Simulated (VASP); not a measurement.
Runs of VASP 6.6.1 on Cu2O. The structure is that of space group Pn-3m (No. 224), or close to it. The cells are those of the table. 

```tsv
task	level	cell	cutoff (eV)	gap on the mesh (eV)	pressure (GPa)	relaxed volume (Å³/atom)
single point	r2SCAN+D4	a = 4.231 Å, 6 atoms	660	0.81	(b)	-
single point	PBE+D4	a = 4.253 Å, 6 atoms	600	0.55	0.8	-
single point	RPBE	a = 4.355 Å, 6 atoms	600	0.41	0.8	-
relaxation of cell and atoms	PBE+D4	relaxed from a = 4.260 Å, 6 atoms	600	0.53	-0.1	(a)
single point	PBEsol	a = 4.223 Å, 6 atoms	600	0.57	0.8	-
relaxation of cell and atoms	PBEsol	relaxed from a = 4.260 Å, 6 atoms	600	0.55	0.0	(c)
relaxation of cell and atoms	RPBE	relaxed from a = 4.260 Å, 6 atoms	600	0.40	0.0	13.85
```

Alike in all rows: potentials or basis VASP PAW PBE potentials, release 64 (Cu, O); no spin polarisation; k mesh 6 × 6 × 6; smearing gaussian 0.01 eV.

Question: Fill in the values left out.

Answer: (a) 12.91; (b) 0.9; (c) 12.62.

Caveats: the PAW data sets were made with another functional, which shifts forces and pressure a little (at least some runs).

A k mesh can miss the band edges.
